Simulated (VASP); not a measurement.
# Cl (Fm-3m) in VASP: further runs

Runs on Cl. Level: LDA. Tasks: single point, relaxation of cell and atoms.

Everything below comes from runs of VASP 6.6.1. Logs are shortened: lines on timing, memory, paths and dates and some standing lists are left out, and cuts for length are marked.

### Step 1. The cell of the first run

It takes space group Fm-3m (No. 225, cubic). Conventional cell: a = 4.167 Å, b = 4.167 Å, c = 4.167 Å, α = 90.00°, β = 90.00°, γ = 90.00°. Within 3.9 Å of Cl (site symmetry m-3m) lie 12 Cl at 2.95 Å.

### Step 2. Single point, LDA

Contents of INCAR:

```
  PREC = Accurate
  ENCUT = 500
  EDIFF = 1E-6
  ISMEAR = -1
  SIGMA = 0.05
  LREAL = False
  LASPH = True
  NELM = 120
  ALGO = Normal
  ISIF = 2
  LWAVE = False
  LCHARG = True
  GGA = CA
  LELF = True
  LVHAR = True
  NBANDS = 10
  GGA_COMPAT = False
```

Contents of KPOINTS:

```
regular mesh
0
Gamma
  16 16 16
```

Contents of POSCAR:

```
Cl
1.0
    0.0000000000      2.0836305847      2.0836305847
    2.0836305847      0.0000000000      2.0836305847
    2.0836305847      2.0836305847      0.0000000000
Cl
1
Direct
    0.0000000000      0.0000000000      0.0000000000
```

Potentials or basis: VASP PAW LDA potentials, release 64 (Cl).

Started as:

```bash
cat potpaw_LDA.64/Cl/POTCAR > POTCAR
mpirun -np 1 vasp_std > vasp.out
```

OUTCAR:

```text
PREC = Accurate
   ENCUT = 500
   EDIFF = 1E-6
   ISMEAR = -1
   LREAL = False
   LASPH = True
   NELM = 120
   ISIF = 2
   GGA = CA

 ion  position               nearest neighbor table
   1  0.000  0.000  0.000-

  LATTYP: Found a face centered cubic cell.
 ALAT       =     4.1672611694

  Lattice vectors:

 A1 = (   0.0000000000,   2.0836305847,   2.0836305847)
 A2 = (   2.0836305847,   0.0000000000,   2.0836305847)
 A3 = (   2.0836305847,   2.0836305847,   0.0000000000)

Analysis of symmetry for initial positions (statically):
=====================================================================
 Subroutine PRICEL returns:
 Original cell was already a primitive cell.

 Routine SETGRP: Setting up the symmetry group for a
 face centered cubic supercell.

 Subroutine GETGRP returns: Found 48 space group operations
 (whereof 48 operations were pure point group operations)
 out of a pool of 48 trial point group operations.

The static configuration has the point symmetry O_h .

Analysis of symmetry for dynamics (positions and initial velocities):
=====================================================================
 Subroutine PRICEL returns:
 Original cell was already a primitive cell.

 Routine SETGRP: Setting up the symmetry group for a
 face centered cubic supercell.

 Subroutine GETGRP returns: Found 48 space group operations
 (whereof 48 operations were pure point group operations)
 out of a pool of 48 trial point group operations.

The dynamic configuration has the point symmetry O_h .

 Subroutine INISYM returns: Found 48 space group operations
 (whereof 48 operations are pure point group operations),
 and found     1 'primitive' translations

----------------------------------------------------------------------------------------

                                     Primitive cell

  volume of cell :      18.0922

  direct lattice vectors                    reciprocal lattice vectors
     0.000000000  2.083630585  2.083630585    -0.239965762  0.239965762  0.239965762
     2.083630585  0.000000000  2.083630585     0.239965762 -0.239965762  0.239965762
     2.083630585  2.083630585  0.000000000     0.239965762  0.239965762 -0.239965762

  length of vectors
     2.946698632  2.946698632  2.946698632     0.415632891  0.415632891  0.415632891

  position of ions in fractional coordinates (direct lattice)
     0.000000000  0.000000000  0.000000000

  ion indices of the primitive-cell ions
   primitive index   ion index
                 1           1

----------------------------------------------------------------------------------------

 KPOINTS: regular mesh

Automatic generation of k-mesh.
 Grid dimensions read from file:
 generate k-points for:   16   16   16

 Generating k-lattice:

  Cartesian coordinates                     Fractional coordinates (reciprocal lattice)
    -0.014997860  0.014997860  0.014997860     0.062500000  0.000000000  0.000000000
     0.014997860 -0.014997860  0.014997860     0.000000000  0.062500000  0.000000000
     0.014997860  0.014997860 -0.014997860     0.000000000  0.000000000  0.062500000

  Length of vectors
     0.025977056  0.025977056  0.025977056

  Shift w.r.t. Gamma in fractional coordinates (k-lattice)
     0.000000000  0.000000000  0.000000000

 Subroutine IBZKPT returns following result:
 ===========================================

 Found    145 irreducible k-points:

 Following reciprocal coordinates:
            Coordinates               Weight
  0.000000  0.000000  0.000000      1.000000
  0.062500  0.000000  0.000000      8.000000
  0.125000  0.000000  0.000000      8.000000
  0.187500  0.000000  0.000000      8.000000
  0.250000  0.000000  0.000000      8.000000
  0.312500  0.000000  0.000000      8.000000
[... 16 lines left out ...]
 -0.125000  0.062500  0.000000     24.000000
 -0.062500  0.062500  0.000000     12.000000
 [... further k-points ...]
   k-points           NKPTS =    145   k-points in BZ     NKDIM =    145   number of bands    NBANDS=     10
   number of dos      NEDOS =    301   number of ions     NIONS =      1
   total plane-waves  NPLWV =  13824
   dimension x,y,z NGX =    24 NGY =   24 NGZ =   24
   dimension x,y,z NGXF=    48 NGYF=   48 NGZF=   48
   ions per type =               1
   NGX,Y,Z   is equivalent  to a cutoff of  13.54, 13.54, 13.54 a.u.
   NGXF,Y,Z  is equivalent  to a cutoff of  27.08, 27.08, 27.08 a.u.
 SYSTEM =  unknown system
   PREC   = accura    normal or accurate (medium, high low for compatibility)
   ISTART =      0    job   : 0-new  1-cont  2-samecut
   ICHARG =      2    charge: 1-file 2-atom 10-const
   ISPIN  =      1    spin polarized calculation?
   LNONCOLLINEAR =      F non collinear calculations
   LSORBIT =      F    spin-orbit coupling
   LASPH  =      T    aspherical Exc in radial PAW
   ENCUT  =  500.0 eV  36.75 Ry    6.06 a.u.   5.37  5.37  5.37*2*pi/ulx,y,z
   NELM   =    120;   NELMIN=  2; NELMDL= -5     # of ELM steps
   EDIFF  = 0.1E-05   stopping-criterion for ELM
   LREAL  =      F    real-space projection
   EDIFFG = 0.1E-04   stopping-criterion for IOM
   NSW    =      0    number of steps for IOM
   IBRION =     -1    ionic relax: 0-MD 1-quasi-New 2-CG
   NFREE  =      0    steps in history (QN), initial steepest desc. (CG)
   ISIF   =      2    stress and relaxation
   ISYM   =      2    0-nonsym 1-usesym 2-fastsym
   POTIM  = 0.5000    time-step for ionic-motion
   TEBEG  =    0.0;   TEEND  =   0.0 temperature during run
   PSTRESS=    0.0 pullay stress
   NELECT =       7.0000    total number of electrons
   NUPDOWN=      -1.0000    fix difference up-down
   EMIN   =  10.00;   EMAX   =-10.00  energy-range for DOS
   EFERMI =   0.00;   METHOD = LEGACY
   ISMEAR =    -1;   SIGMA  =   0.05  broadening in eV -4-tet -1-fermi 0-gaus
   EFERMI_NEDOS =   21; number of points for ismear=-14 and -15
   IALGO  =     38    algorithm
   IMIX   =      4    mixing-type and parameters
     AMIX     =   0.40;   BMIX     =  1.00
     AMIX_MAG =   1.60;   BMIX_MAG =  1.00
  volume/ion in A,a.u.               =      18.09       122.09
  Fermi-wavevector in a.u.,A,eV,Ry     =   1.192917  2.254286 19.361774  1.423050
  Thomas-Fermi vector in A             =   2.328944
   LORBIT       =      0    0 simple, 1 ext, 2 COOP (PROOUT), +10 PAW based schemes
   GGA     = CA    functional components
   LHFCALC =     F    Hartree Fock is set to
   AEXX    =    0.0000 exact exchange contribution
   IVDW    =     0    specifies the selected vdW correction
   LEPSILON=     F    determine dielectric tensor
   LRPA    =     F    only Hartree local field effects (RPA)
 non-spin polarized calculation
  energy-cutoff  :      500.00
  volume of cell :       18.09
 maximum number of plane-waves:       477
 NGX is ok and might be reduce to    24
   NGX = 11   NGY = 11   NGZ = 11

 number of electron       7.0000001 magnetization

 Free energy of the ion-electron system (eV)
  ---------------------------------------------------
  ext. energy  EPLUGINS =         0.00000000
  ---------------------------------------------------
  free energy    TOTEN  =        -1.57238305 eV

  energy without entropy =       -1.56052436  energy(sigma->0) =       -1.56645370

 E-fermi :   3.5545     XC(G=0): -10.7453

 val. band max:        3.5484463541   @ k =   0.3750   0.1250   0.0000
 cond. band min:       3.5568620042   @ k =   0.1250   0.1250   0.0000
 fundamental gap:      0.0084156501
 Fermi energy:         3.5545039271

 k-point     1 :       0.0000    0.0000    0.0000
  band No.  band energies     occupation
      1     -12.8729      2.00000
      2       4.6303      0.00000
      3       4.6303      0.00000
      4       4.6303      0.00000
      5      14.3777      0.00000
      6      17.4533      0.00000
      7      17.4533      0.00000
      8      17.4533      0.00000
      9      22.0464      0.00000
     10      22.0464      0.00000

 k-point     2 :       0.0625    0.0000    0.0000
  band No.  band energies     occupation
      1     -12.8077      2.00000
      2       4.2949      0.00000
      3       4.5953      0.00000
      4       4.5953      0.00000
      5      14.6291      0.00000
      6      17.2359      0.00000
      7      17.5679      0.00000
      8      17.5679      0.00000
      9      21.8137      0.00000
     10      21.8137      0.00000

 k-point     3 :       0.1250    0.0000    0.0000
  band No.  band energies     occupation
      1     -12.6154      2.00000
      2       3.4158      1.88260
      3       4.4987      0.00000
      4       4.4987      0.00000
      5      15.0708      0.00000
      6      16.9943      0.00000
      7      17.8445      0.00000
      8      17.8445      0.00000
      9      21.3474      0.00000
     10      21.3474      0.00000

 k-point     4 :       0.1875    0.0000    0.0000
  band No.  band energies     occupation
      1     -12.3071      2.00000
      2       2.2361      2.00000
      3       4.3615      0.00000
      4       4.3615      0.00000
      5      14.9541      0.00000
      6      17.5548      0.00000
      7      18.0408      0.00000
      8      18.0408      0.00000
      9      21.1408      0.00000
     10      21.1408      0.00000

 k-point     5 :       0.2500    0.0000    0.0000
  band No.  band energies     occupation
      1     -11.9045      2.00000
      2       0.9617      2.00000
      3       4.2097      0.00000
      4       4.2097      0.00000
      5      14.4674      0.00000
      6      17.8829      0.00000
      7      17.8829      0.00000
      8      18.6712      0.00000
      9      21.5979      0.00000
     10      21.5979      0.00000

 k-point     6 :       0.3125    0.0000    0.0000
  band No.  band energies     occupation
      1     -11.4460      2.00000
      2      -0.2556      2.00000
      3       4.0675      0.00007
      4       4.0675      0.00007
      5      13.9980      0.00000
      6      17.4940      0.00000
      7      17.4940      0.00000
      8      19.7870      0.00000
      9      22.6193      0.00000
     10      22.6193      0.00000
[... 183 lines left out ...]
 k-point    21 :      -0.2500    0.0625    0.0000
  band No.  band energies     occupation
      1     -11.7049      2.00000
      2       0.5572      2.00000
      3       3.7671      0.02808
      4       4.2720      0.00000
      5      14.5565      0.00000
      6      17.6124      0.00000
      7      17.8150      0.00000
      8      18.6834      0.00000
      9      21.0146      0.00000
     10      23.1770      0.00000

 k-point    22 :      -0.1875    0.0625    0.0000
  band No.  band energies     occupation
      1     -12.1283      2.00000
      2       1.7910      2.00000
      3       3.9429      0.00085
      4       4.4265      0.00000
      5      15.0571      0.00000
      6      17.4128      0.00000
      7      18.1077      0.00000
      8      18.1509      0.00000
      9      20.3356      0.00000
     10      22.2375      0.00000

 k-point    23 :      -0.1250    0.0625    0.0000
  band No.  band energies     occupation
      1     -12.4689      2.00000
      2       2.9635      1.99999
      3       4.1502      0.00001
      4       4.5466      0.00000
      5      15.3708      0.00000
      6      16.6797      0.00000
      7      17.9742      0.00000
      8      18.1982      0.00000
      9      20.4875      0.00000
     10      21.8255      0.00000

 k-point    24 :      -0.0625    0.0625    0.0000
  band No.  band energies     occupation
      1     -12.7001      2.00000
      2       3.8692      0.00369
      3       4.3820      0.00000
      4       4.6079      0.00000
      5      14.9890      0.00000
      6      16.8685      0.00000
      7      17.6842      0.00000
      8      17.9013      0.00000
      9      21.1457      0.00000
     10      21.8707      0.00000

 [... further k-points ...]

------------------------ aborting loop because EDIFF is reached ----------------------------------------

  FORCE on cell =-STRESS in cart. coord.  units (eV):
  Direction    XX          YY          ZZ          XY          YZ          ZX
  --------------------------------------------------------------------------------------
  -------------------------------------------------------------------------------------
  Total       -0.0140323     -0.0140323     -0.0140323     -0.0000000     -0.0000000      0.0000000
  in kB       -1.2426499     -1.2426499     -1.2426499     -0.0000000     -0.0000000      0.0000000
  external PRESSURE =      -1.2426499 kB  Pullay stress =       0.0000000 kB

 VOLUME and BASIS-vectors are now :
 -----------------------------------------------------------------------------
  energy-cutoff  :      500.00
  volume of cell :       18.09
      direct lattice vectors                 reciprocal lattice vectors
     0.000000000  2.083630585  2.083630585    -0.239965762  0.239965762  0.239965762
     2.083630585  0.000000000  2.083630585     0.239965762 -0.239965762  0.239965762
     2.083630585  2.083630585  0.000000000     0.239965762  0.239965762 -0.239965762

 POSITION                                       TOTAL-FORCE (eV/Angst)
 -----------------------------------------------------------------------------------
      0.00000      0.00000      0.00000         0.000000      0.000000      0.000000
 -----------------------------------------------------------------------------------
    total drift:                               -0.000000      0.000000      0.000000

  FREE ENERGIE OF THE ION-ELECTRON SYSTEM (eV)
  ---------------------------------------------------
  free  energy   TOTEN  =        -1.5723830477 eV

  energy  without entropy=       -1.5605243562  energy(sigma->0) =       -1.56645370
```

It took 9.7 s on 1 thread of AMD EPYC 9R45 (Zen 5), shared host; peak memory 0.1 GiB.

What came out:

* Free energy: -1.5724 eV
* Pressure: -0.1 GPa
* Band gap on the k mesh: zero (an odd number of electrons rules out a gap without spin polarisation)

Levels at points of the mesh, in eV from the Fermi level:
```csv
k point,band 1,band 2,band 3,band 4,band 5,band 6,band 7,band 8
"(0.00, 0.00, 0.00)",-16.43,1.08,1.08,1.08,10.82,13.90,13.90,13.90
"(0.50, 0.00, 0.00)",-14.07,-5.80,0.30,0.30,9.80,13.21,13.21,17.36
"(0.50, 0.50, 0.00)",-13.24,-5.12,-1.33,-1.33,7.20,8.40,21.85,22.21
```

Caveat: an odd number of electrons without spin polarisation forces a metal; a magnetic or distorted state may lie lower.

[end of part 1 of 2]
